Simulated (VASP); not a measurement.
A run of VASP 6.6.1:

INCAR

```
  ALGO = Normal
  DIPOL = 0.5 0.5 0.500
  EDIFF = 1E-7
  ENCUT = 520
  GGA = PS
  IDIPOL = 3
  ISIF = 2
  ISMEAR = 1
  LASPH = T
  LCHARG = F
  LDIPOL = T
  LREAL = F
  LWAVE = F
  NBANDS = 15
  NELM = 60
  PREC = Accurate
  SIGMA = 0.1
```

KPOINTS

```
k-points
0
Gamma
  16 16 1
```

File POSCAR:

```
Be
1.0
    2.2900000002      0.0000000000      0.0000000000
    1.1450000001      1.9831981748      0.0000000000
    0.0000000000      0.0000000000     24.9710750000
Be
6
Direct
    0.6666666667      0.6666666667      0.3188984890
    0.0000000000      0.0000000000      0.3920155031
    0.6666666667      0.6666666667      0.4640754534
    0.0000000000      0.0000000000      0.5359254608
    0.6666666667      0.6666666667      0.6079860051
    0.0000000000      0.0000000000      0.6810990886
```

Potentials or basis: VASP PAW PBE potentials, release 64 (Be).

Run with:

```console
$ cat potpaw_PBE.64/Be/POTCAR > POTCAR
$ mpirun -np 1 vasp_std > vasp.out
```

Hardware: 1 thread of Intel(R) Xeon(R) Platinum 8259CL CPU @ 2.50GHz (Skylake/Cascade Lake), on a shared host.

**Question.** How long does it take, and how much memory?

**Answer.** Run time: 66 s on 1 thread of Intel(R) Xeon(R) Platinum 8259CL CPU @ 2.50GHz (Skylake/Cascade Lake), on a shared host, peak memory 0.23 GiB. Counts: scf iterations 21, k points 30.
